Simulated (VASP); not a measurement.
# Ga4Sb3As (P-43m) in VASP: notebook

Runs on Ga4Sb3As. Level: PBE. Tasks: single point.

All numbers are computed with VASP 6.6.1; they aren't measurements. Logs are shortened: lines on timing, memory, paths and dates and some standing lists are left out, and cuts for length are marked.

## (1) The cell of the first run

Symmetry: P-43m, No. 215, cubic system. The conventional cell has a = 6.099 Å, b = 6.099 Å, c = 6.099 Å, α = 90.00°, β = 90.00°, γ = 90.00°. Ga (site symmetry 3m) has 1 As at 2.55 Å and 3 Sb at 2.67 Å within 3.4 Å. Sb (site symmetry -42m) has 4 Ga at 2.67 Å within 3.5 Å. Within 3.4 Å of As (site symmetry -43m) lie 4 Ga at 2.55 Å.

## (2) Single point, PBE

INCAR

```
PREC = Accurate
ENCUT = 520
EDIFF = 1E-6
ISMEAR = 0
SIGMA = 0.1
LREAL = F
LASPH = T
NELM = 80
ALGO = Normal
ISIF = 2
LWAVE = F
LCHARG = F
GGA = PE
NBANDS = 46
```

KPOINTS

```
Automatic mesh
0
Gamma
  4 4 4
```

POSCAR

```
Ga4Sb3As
1.0
    6.0994020946      0.0000000000      0.0000000000
    0.0000000000      6.0994020946      0.0000000000
    0.0000000000      0.0000000000      6.0994020946
Ga Sb As
4 3 1
Direct
    0.7587978435      0.7587978435      0.7587978435
    0.7587978435      0.2412021565      0.2412021565
    0.2412021565      0.7587978435      0.2412021565
    0.2412021565      0.2412021565      0.7587978435
    0.5000000000      0.5000000000      0.0000000000
    0.5000000000      0.0000000000      0.5000000000
    0.0000000000      0.5000000000      0.5000000000
    0.0000000000      0.0000000000      0.0000000000
```

Potentials or basis: VASP PAW PBE potentials, release 64 (Ga_d, Sb, As).

The run is started by

```sh
> cat potpaw_PBE.64/Ga_d/POTCAR potpaw_PBE.64/Sb/POTCAR potpaw_PBE.64/As/POTCAR > POTCAR
> mpirun -np 1 vasp_std > vasp.out
```

OUTCAR:

```text
PREC = Accurate
   ENCUT = 520
   EDIFF = 1E-6
   ISMEAR = 0
   LREAL = F
   LASPH = T
   NELM = 80
   ISIF = 2
   GGA = PE

 ion  position               nearest neighbor table
   1  0.759  0.759  0.759-   8 2.55   6 2.67   7 2.67   5 2.67
   2  0.759  0.241  0.241-   8 2.55   6 2.67   7 2.67   5 2.67
   3  0.241  0.759  0.241-   8 2.55   6 2.67   7 2.67   5 2.67
   4  0.241  0.241  0.759-   8 2.55   6 2.67   7 2.67   5 2.67
   5  0.500  0.500  0.000-   1 2.67   2 2.67   3 2.67   4 2.67
   6  0.500  0.000  0.500-   1 2.67   2 2.67   3 2.67   4 2.67
   7  0.000  0.500  0.500-   1 2.67   2 2.67   3 2.67   4 2.67
   8  0.000  0.000  0.000-   1 2.55   2 2.55   3 2.55   4 2.55

  LATTYP: Found a simple cubic cell.
 ALAT       =     6.0994020946

  Lattice vectors:

 A1 = (   6.0994020946,   0.0000000000,   0.0000000000)
 A2 = (   0.0000000000,   6.0994020946,   0.0000000000)
 A3 = (   0.0000000000,   0.0000000000,   6.0994020946)

Analysis of symmetry for initial positions (statically):
=====================================================================
 Subroutine PRICEL returns:
 Original cell was already a primitive cell.

 Routine SETGRP: Setting up the symmetry group for a
 simple cubic supercell.

 Subroutine GETGRP returns: Found 24 space group operations
 (whereof 24 operations were pure point group operations)
 out of a pool of 48 trial point group operations.

The static configuration has the point symmetry T_d .

Analysis of symmetry for dynamics (positions and initial velocities):
=====================================================================
 Subroutine PRICEL returns:
 Original cell was already a primitive cell.

 Routine SETGRP: Setting up the symmetry group for a
 simple cubic supercell.

 Subroutine GETGRP returns: Found 24 space group operations
 (whereof 24 operations were pure point group operations)
 out of a pool of 48 trial point group operations.

The dynamic configuration has the point symmetry T_d .

 Subroutine INISYM returns: Found 24 space group operations
 (whereof 24 operations are pure point group operations),
 and found     1 'primitive' translations

----------------------------------------------------------------------------------------

                                     Primitive cell

  volume of cell :     226.9143

  direct lattice vectors                    reciprocal lattice vectors
[... 90 lines left out ...]
   ISIF   =      2    stress and relaxation
   ISYM   =      2    0-nonsym 1-usesym 2-fastsym
   POTIM  = 0.5000    time-step for ionic-motion
   TEBEG  =    0.0;   TEEND  =   0.0 temperature during run
   PSTRESS=    0.0 pullay stress
   NELECT =      72.0000    total number of electrons
   NUPDOWN=      -1.0000    fix difference up-down
   EMIN   =  10.00;   EMAX   =-10.00  energy-range for DOS
   EFERMI =   0.00;   METHOD = LEGACY
   ISMEAR =     0;   SIGMA  =   0.10  broadening in eV -4-tet -1-fermi 0-gaus
   EFERMI_NEDOS =   21; number of points for ismear=-14 and -15
   IALGO  =     38    algorithm
   IMIX   =      4    mixing-type and parameters
     AMIX     =   0.40;   BMIX     =  1.00
     AMIX_MAG =   1.60;   BMIX_MAG =  1.00
  volume/ion in A,a.u.               =      28.36       191.41
  Fermi-wavevector in a.u.,A,eV,Ry     =   1.116602  2.110072 16.963744  1.246800
  Thomas-Fermi vector in A             =   2.253217
   LORBIT       =      0    0 simple, 1 ext, 2 COOP (PROOUT), +10 PAW based schemes
   GGA     = PE    functional components
   LHFCALC =     F    Hartree Fock is set to
   AEXX    =    0.0000 exact exchange contribution
   IVDW    =     0    specifies the selected vdW correction
   LEPSILON=     F    determine dielectric tensor
   LRPA    =     F    only Hartree local field effects (RPA)
 non-spin polarized calculation
 Gauss-broadening in eV      SIGMA  =   0.10
  energy-cutoff  :      520.00
  volume of cell :      226.91
 maximum number of plane-waves:      6152
 NGX is ok and might be reduce to    48
   NGX = 23   NGY = 23   NGZ = 23

 number of electron      72.0000039 magnetization

 Free energy of the ion-electron system (eV)
  ---------------------------------------------------
  ext. energy  EPLUGINS =         0.00000000
  ---------------------------------------------------
  free energy    TOTEN  =       -30.20380314 eV

  energy without entropy =      -30.20126954  energy(sigma->0) =      -30.20253634

 E-fermi :   4.2292     XC(G=0):  -9.0041

 val. band max:        4.0743692422   @ k =   0.5000   0.5000   0.5000
 cond. band min:       4.2585043836   @ k =   0.0000   0.0000   0.0000
 fundamental gap:      0.1841351414
 Fermi energy:         4.2291799365

 k-point     1 :       0.0000    0.0000    0.0000
  band No.  band energies     occupation
      1     -10.7395      2.00000
      2     -10.7199      2.00000
      3     -10.7199      2.00000
      4     -10.6774      2.00000
      5     -10.6774      2.00000
      6     -10.6774      2.00000
[... 479 lines left out ...]
     45       8.2164      0.00000
     46       8.2548      0.00000

------------------------ aborting loop because EDIFF is reached ----------------------------------------

  FORCE on cell =-STRESS in cart. coord.  units (eV):
  Direction    XX          YY          ZZ          XY          YZ          ZX
  --------------------------------------------------------------------------------------
  -------------------------------------------------------------------------------------
  Total        0.2359811      0.2359811      0.2359811     -0.0000000     -0.0000000     -0.0000000
  in kB        1.6661960      1.6661960      1.6661960     -0.0000000     -0.0000000     -0.0000000
  external PRESSURE =       1.6661960 kB  Pullay stress =       0.0000000 kB

 VOLUME and BASIS-vectors are now :
 -----------------------------------------------------------------------------
  energy-cutoff  :      520.00
  volume of cell :      226.91
      direct lattice vectors                 reciprocal lattice vectors
     6.099402095  0.000000000  0.000000000     0.163950496  0.000000000  0.000000000
     0.000000000  6.099402095  0.000000000     0.000000000  0.163950496  0.000000000
     0.000000000  0.000000000  6.099402095     0.000000000  0.000000000  0.163950496

 POSITION                                       TOTAL-FORCE (eV/Angst)
 -----------------------------------------------------------------------------------
      4.62821      4.62821      4.62821         0.000484      0.000484      0.000484
      4.62821      1.47119      1.47119         0.000484     -0.000484     -0.000484
      1.47119      4.62821      1.47119        -0.000484      0.000484     -0.000484
      1.47119      1.47119      4.62821        -0.000484     -0.000484      0.000484
      3.04970      3.04970      0.00000         0.000000     -0.000000      0.000000
      3.04970      0.00000      3.04970         0.000000     -0.000000      0.000000
      0.00000      3.04970      3.04970         0.000000     -0.000000     -0.000000
      0.00000      0.00000      0.00000         0.000000     -0.000000     -0.000000
 -----------------------------------------------------------------------------------
    total drift:                                0.000000      0.000000      0.000000

  FREE ENERGIE OF THE ION-ELECTRON SYSTEM (eV)
  ---------------------------------------------------
  free  energy   TOTEN  =       -30.2038031447 eV

  energy  without entropy=      -30.2012695375  energy(sigma->0) =      -30.20253634
```

OSZICAR:

```text
N       E                     dE             d eps       ncg     rms          rms(c)
DAV:   1     0.583016054297E+03    0.58302E+03   -0.31904E+04   992   0.202E+03
DAV:   2     0.553121913647E+02   -0.52770E+03   -0.51017E+03   990   0.548E+02
DAV:   3    -0.259538408794E+02   -0.81266E+02   -0.79361E+02  1084   0.156E+02
DAV:   4    -0.303505024874E+02   -0.43967E+01   -0.43524E+01  1104   0.368E+01
DAV:   5    -0.304799513264E+02   -0.12945E+00   -0.12935E+00  1174   0.616E+00    0.598E+00
DAV:   6    -0.302398409295E+02    0.24011E+00   -0.46469E-01  1276   0.650E+00    0.359E+00
DAV:   7    -0.301995728607E+02    0.40268E-01   -0.29789E-01  1022   0.232E+00    0.777E-01
DAV:   8    -0.302014045956E+02   -0.18317E-02   -0.52011E-02  1116   0.193E+00    0.148E-01
DAV:   9    -0.302029670870E+02   -0.15625E-02   -0.81535E-03  1138   0.693E-01    0.750E-02
DAV:  10    -0.302035128114E+02   -0.54572E-03   -0.95525E-04  1222   0.159E-01    0.374E-02
DAV:  11    -0.302037755920E+02   -0.26278E-03   -0.31557E-04  1042   0.612E-02    0.151E-02
DAV:  12    -0.302037995604E+02   -0.23968E-04   -0.37187E-05  1108   0.334E-02    0.456E-03
DAV:  13    -0.302038024674E+02   -0.29070E-05   -0.76469E-06   874   0.117E-02    0.194E-03
DAV:  14    -0.302038031447E+02   -0.67728E-06   -0.56778E-07   632   0.421E-03
   1 F= -.30203803E+02 E0= -.30202536E+02  d E =-.253361E-02
```

Run time: 3.3 min. Hardware: 1 thread of Intel Xeon 8259CL, shared host; peak memory 0.37 GiB.

Results:

```yaml
Free_energy: -30.2038 eV
Pressure: 0.2 GPa
Band_gap_on_the_k_mesh: zero (bands 36 and 37 overlap by 0.18 eV)
```

Caveat: semilocal functionals underestimate gaps, and a narrow one can read as zero; spin-orbit coupling is left out, which moves the levels of the heavy elements.

## (3) Single point, PBE

This run uses another cell than the first one, of 23.54 Å³/atom.

INCAR

```
PREC = Accurate ; ENCUT = 520
EDIFF = 1E-6 ; ISMEAR = 0
SIGMA = 0.1 ; LREAL = False
LASPH = True ; NELM = 80
ALGO = Normal ; ISIF = 2
LWAVE = False ; LCHARG = False
GGA = PE ; NBANDS = 46
```

KPOINTS

```
regular mesh
0
Gamma
  4 4 4
```

POSCAR

```
Ga4Sb3As
1.0
    5.7322454400      0.0000000000      0.0000000000
    0.0000000000      5.7322454400      0.0000000000
    0.0000000000      0.0000000000      5.7322454400
Ga Sb As
4 3 1
Direct
    0.7500000000      0.7500000000      0.7500000000
    0.7500000000      0.2500000000      0.2500000000
    0.2500000000      0.7500000000      0.2500000000
    0.2500000000      0.2500000000      0.7500000000
    0.5000000000      0.5000000000      0.0000000000
    0.5000000000      0.0000000000      0.5000000000
    0.0000000000      0.5000000000      0.5000000000
    0.0000000000      0.0000000000      0.0000000000
```

Potentials or basis: VASP PAW PBE potentials, release 64 (Ga_d, Sb, As).

The run is started by

```sh
> cat potpaw_PBE.64/Ga_d/POTCAR potpaw_PBE.64/Sb/POTCAR potpaw_PBE.64/As/POTCAR > POTCAR
> mpirun -np 1 vasp_std > vasp.out
```

Run time: 2.9 min. Hardware: 1 thread of Intel Xeon 8259CL, shared host; peak memory 0.37 GiB.

The run converged. Its results:

```
Free energy            : -28.5003 eV
Pressure               : 14.7 GPa
Band gap on the k mesh : 0.12 eV (least direct gap 0.44 eV)
```

Levels at points of the mesh, in eV from the valence-band top:
```csv
k point,band 32,band 33,band 34,band 35,band 36,band 37,band 38,band 39,band 40,band 41
"(0.00, 0.00, 0.00)",-3.10,-3.10,0.00,0.00,0.00,0.44,0.91,0.91,0.91,1.20
"(0.50, 0.00, 0.00)",-3.83,-2.08,-2.08,-1.99,-1.99,1.19,1.27,2.95,3.06,4.20
"(0.50, 0.50, 0.00)",-3.86,-1.56,-1.56,-1.43,-1.37,2.06,2.34,2.46,2.46,4.80
"(0.50, 0.50, 0.50)",-1.33,-1.33,-1.27,-1.27,-1.27,0.12,1.14,1.14,1.14,3.81
```

Caveat: the cell stands under pressure; semilocal functionals underestimate gaps, and a narrow one can read as zero; spin-orbit coupling is left out, which moves the levels of the heavy elements. A k mesh can miss the band edges.

The gap in the log of VASP goes by the Fermi energy; the results here count the filled bands.